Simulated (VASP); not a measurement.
# ZnS (P2_1) in VASP: further runs, part 2 of 2

VASP 6.6.1. The steps go on from the part before.

**4. Single point, PBE**

This run uses another cell than the first one, of 20.18 Å³/atom, 1.027 times its volume.

INCAR reads:

```
PREC = Accurate
ENCUT = 520
EDIFF = 1E-7
ISMEAR = 0
SIGMA = 0.05
LREAL = F
LASPH = T
NELM = 60
ALGO = Normal
ISIF = 2
LWAVE = F
LCHARG = F
GGA = PE
NBANDS = 26
```

KPOINTS reads:

```
Automatic mesh
0
Gamma
  9 9 4
```

POSCAR reads:

```
ZnS
1.0
    3.8455587354      0.0000000000      0.0000000000
   -1.9227793677      3.3303515566      0.0000000000
    0.0000000000      0.0000000000      6.3037246812
Zn S
2 2
Direct
    0.2823654471      0.6666666667      0.0052003729
    0.7176345529      0.3333333333      0.5052003729
    0.3745204671      0.6666666667      0.3797996271
    0.6254795329      0.3333333333      0.8797996271
```

Potentials or basis: VASP PAW PBE potentials, release 64 (Zn, S).

The run is started by

```bash
$ cat potpaw_PBE.64/Zn/POTCAR potpaw_PBE.64/S/POTCAR > POTCAR
$ mpirun -np 1 vasp_std > vasp.out
```

OUTCAR:

```text
PREC = Accurate
   ENCUT = 520
   EDIFF = 1E-7
   ISMEAR = 0
   LREAL = F
   LASPH = T
   NELM = 60
   ISIF = 2
   GGA = PE

 ion  position               nearest neighbor table
   1  0.282  0.667  0.005-   4 2.33   4 2.36   4 2.39   3 2.39
   2  0.718  0.333  0.505-   3 2.33   3 2.36   3 2.39   4 2.39
   3  0.375  0.667  0.380-   2 2.33   2 2.36   2 2.39   1 2.39
   4  0.625  0.333  0.880-   1 2.33   1 2.36   1 2.39   2 2.39

  LATTYP: Found a hexagonal cell.
 ALAT       =     3.8455587354
 C/A-ratio  =     1.6392220520

  Lattice vectors:

 A1 = (   3.8455587354,   0.0000000000,   0.0000000000)
 A2 = (  -1.9227793677,   3.3303515566,   0.0000000000)
 A3 = (   0.0000000000,   0.0000000000,   6.3037246812)

Analysis of symmetry for initial positions (statically):
=====================================================================
 Subroutine PRICEL returns:
 Original cell was already a primitive cell.

 Routine SETGRP: Setting up the symmetry group for a
 hexagonal supercell.

 Subroutine GETGRP returns: Found  2 space group operations
[... 166 lines left out ...]
  ext. energy  EPLUGINS =         0.00000000
  ---------------------------------------------------
  free energy    TOTEN  =       -13.63222461 eV

  energy without entropy =      -13.63222461  energy(sigma->0) =      -13.63222461

 E-fermi :   2.2242     XC(G=0):  -9.5291

 val. band max:        1.9600525159   @ k =   0.0000   0.0000   0.0000
 cond. band min:       3.9465574988   @ k =   0.0000   0.0000   0.0000
 fundamental gap:      1.9865049829
 Fermi energy:         2.2242481285

 k-point     1 :       0.0000    0.0000    0.0000
  band No.  band energies     occupation
      1     -11.0767      2.00000
      2     -10.1797      2.00000
      3      -4.3730      2.00000
      4      -4.3522      2.00000
      5      -4.2861      2.00000
      6      -4.2606      2.00000
[... 685 lines left out ...]
     25      10.7487      0.00000
     26      11.5221      0.00000

 [... further k-points ...]
[... 5 lines left out ...]
  --------------------------------------------------------------------------------------
  -------------------------------------------------------------------------------------
  Total       -0.0325155      0.0893430     -0.2529433     -0.1806035      0.0000000      0.0000000
  in kB       -0.6452891      1.7730629     -5.0198068     -3.5841817      0.0000000      0.0000000
  external PRESSURE =      -1.2973443 kB  Pullay stress =       0.0000000 kB

 VOLUME and BASIS-vectors are now :
 -----------------------------------------------------------------------------
  energy-cutoff  :      520.00
  volume of cell :       80.73
      direct lattice vectors                 reciprocal lattice vectors
     3.845558735  0.000000000  0.000000000     0.260040236  0.150134300  0.000000000
    -1.922779368  3.330351557  0.000000000     0.000000000  0.300268600  0.000000000
     0.000000000  0.000000000  6.303724681     0.000000000  0.000000000  0.158636370

 POSITION                                       TOTAL-FORCE (eV/Angst)
 -----------------------------------------------------------------------------------
     -0.19600      2.22023      0.03278         0.243533      0.027184      0.079456
      2.11878      1.11012      3.18464        -0.243533     -0.027184      0.079456
      0.15839      2.22023      2.39415        -0.098850      0.018181     -0.079456
      1.76439      1.11012      5.54601         0.098850     -0.018181     -0.079456
 -----------------------------------------------------------------------------------
    total drift:                               -0.000000     -0.000000     -0.000432

  FREE ENERGIE OF THE ION-ELECTRON SYSTEM (eV)
  ---------------------------------------------------
  free  energy   TOTEN  =       -13.6322246110 eV

  energy  without entropy=      -13.6322246110  energy(sigma->0) =      -13.63222461
```

stdout:

```text
POSCAR found type information on POSCAR ZnS
 POSCAR found :  2 types and       4 ions
 scaLAPACK will be used
 LDA part: xc-table for (Slater+PW92), standard interpolation
 POSCAR, INCAR and KPOINTS ok, starting setup
 FFT: planning ... GRIDC
 FFT: planning ... GRID_SOFT
 FFT: planning ... GRID
 WAVECAR not read
 entering main loop
```

Wall time 1.8 min (1 thread of Intel Xeon 6975P-C (Granite Rapids), shared host); peak memory 0.34 GiB.

What came out:

```yaml
Free_energy: -13.6322 eV
Pressure: -0.1 GPa
Largest_force: 0.258 eV/Å
Band_gap_on_the_k_mesh: 1.99 eV, direct
```

Forces on the atoms (eV/Å):
```
Zn   0.244  0.027  0.079
Zn  -0.244 -0.027  0.079
S   -0.099  0.018 -0.079
S    0.099 -0.018 -0.079
```

Stress tensor (GPa, compression positive):
```
-0.06 -0.36  0.00
-0.36  0.18  0.00
 0.00  0.00 -0.50
```

Expect the measured gap to be larger: semilocal functionals such as PBE lack the derivative discontinuity.
